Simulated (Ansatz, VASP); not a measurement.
One calculation of MgCd2S3, two programs

Contents of INCAR:

```
SYSTEM = MgCd2S3
  PREC = Accurate
  ENCUT = 520
  EDIFF = 1E-6
  ISMEAR = 0
  SIGMA = 0.1
  LREAL = .FALSE.
  LASPH = .TRUE.
  NELM = 80
  ALGO = Normal
  ISIF = 2
  LWAVE = .FALSE.
  LCHARG = .FALSE.
  GGA = PE
  NBANDS = 31
```

File KPOINTS:

```
regular mesh
0
G
  6 6 2
  0 0 0
```

File POSCAR:

```
MgCd2S3
1.0
    4.7692145100      0.0000000000      0.0000000000
   -2.3846072600      4.1302609200      0.0000000000
    0.0000000000      0.0000000000      7.6854040800
Mg Cd S
1 2 3
Direct
    0.0000000000      0.0000000000      0.0000000000
    0.3333333300      0.6666666700      0.2586412700
    0.6666666700      0.3333333300      0.7413587300
    0.0000000000      0.0000000000      0.5000000000
    0.6666666700      0.3333333300      0.3570564700
    0.3333333300      0.6666666700      0.6429435300
```

Input for Ansatz:

```yaml
crystal:
  lattice:
    - [4.76921451, 0.0, 0.0]
    - [-2.38460726, 4.13026092, 0.0]
    - [0.0, 0.0, 7.68540408]
  atoms:
    - { symbol: Mg, position: [0.0, 0.0, 0.0] }
    - { symbol: Cd, position: [0.33333333, 0.66666667, 0.25864127] }
    - { symbol: Cd, position: [0.66666667, 0.33333333, 0.74135873] }
    - { symbol: S, position: [0.0, 0.0, 0.5] }
    - { symbol: S, position: [0.66666667, 0.33333333, 0.35705647] }
    - { symbol: S, position: [0.33333333, 0.66666667, 0.64294353] }
basis:
  ecutwfc: 420
kpoints:
  mp_grid: { grid: [6, 6, 2] }
hamiltonian:
  xc: pbe
scf:
  occupations: { method: gaussian, width: 0.1 }
  lower_state_search: "off"
output:
  forces: true
  stress: true
  eigenvalues: true
```

Change from the starting cell: species swapped into the Li3LaSb2 type (P-3m1, No. 164).

Alike in both runs: task single point; functional PBE; k mesh 6 × 6 × 2; occupations gaussian, width 0.1 eV; no spin polarisation.

|  | VASP | Ansatz |
| --- | --- | --- |
| version | VASP 6.6.1 | Ansatz 0.2.0 |
| potentials or method | VASP PAW PBE potentials, release 64 (Mg, Cd, S), cutoff 520 eV | scalar-relativistic, plane waves, PAW |
| valence electrons in the cell | 44 | 68 |

Ansatz gave:

```
gap on the k mesh at the Fermi level (eV)                     : none
pressure (GPa)                                                : -5.3
traceless stress, the component that is largest in VASP (GPa) : 1.80
rms of the force components (eV/Å)                            : 0.366
```

**Question.** What did VASP give for the same quantities?

**Answer.** gap on the k mesh at the Fermi level (eV): none; pressure (GPa): -5.3; traceless stress, the component that is largest in VASP (GPa): 1.79; rms of the force components (eV/Å): 0.363.

Atom by atom the forces differ by 0.008 eV/Å (rms over components). A gap of «none» marks a metal or a gap that the smearing closes. With one functional, cell and mesh, what is left measures potentials, basis and numerics. VASP's potentials hold 44 valence electrons a cell and Ansatz's 68, so a difference there can come from the potentials and not from the codes.

The k mesh is coarse, so the values compare programs but aren't converged.
